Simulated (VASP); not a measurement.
A run of VASP 6.6.1:

Contents of INCAR:

```
SYSTEM = Re
PREC     = Accurate       ! precision mode
ENCUT    = 520            ! plane-wave cutoff, eV
EDIFF    = 1E-6           ! SCF threshold, eV
ISMEAR   = -1             ! smearing method
SIGMA    = 0.1            ! smearing width, eV
LREAL    = .False.        ! projectors in reciprocal space
LASPH    = .True.         ! aspherical terms in the spheres
NELM     = 60             ! most SCF steps
ALGO     = Normal         ! electronic algorithm
ISIF     = 2              ! what is computed and relaxed
LWAVE    = .False.        ! write WAVECAR
LCHARG   = .True.         ! write CHGCAR
GGA      = PS             ! functional
LELF     = .True.         ! ELF
LVHAR    = .True.       
NBANDS   = 18             ! bands
```

KPOINTS

```
Automatic mesh
0
Gamma
  11 11 15
  0 0 0
```

POSCAR

```
Re
1.0
    4.3413823366      0.0000000000      0.0000000000
   -2.1706911683      3.7597473911      0.0000000000
    0.0000000000      0.0000000000      2.7177756951
Re
3
Direct
    0.0000000000      1.0000000000      1.0000000000
    0.3333333333      0.6666666667      0.5000000000
    0.6666666667      0.3333333333      0.5000000000
```

Potentials or basis: VASP PAW PBE potentials, release 64 (Re).

The run is started by

```console
$ cat potpaw_PBE.64/Re/POTCAR > POTCAR
$ mpirun -np 1 vasp_std > vasp.out
```

Hardware: 1 thread of Intel Xeon 8259CL, with other jobs on the host.

Estimate the wall time of this run.

It took 2.1 min on 1 thread of Intel Xeon 8259CL, with other jobs on the host, peak memory 0.21 GiB. Counts: scf iterations 13, k points 128.
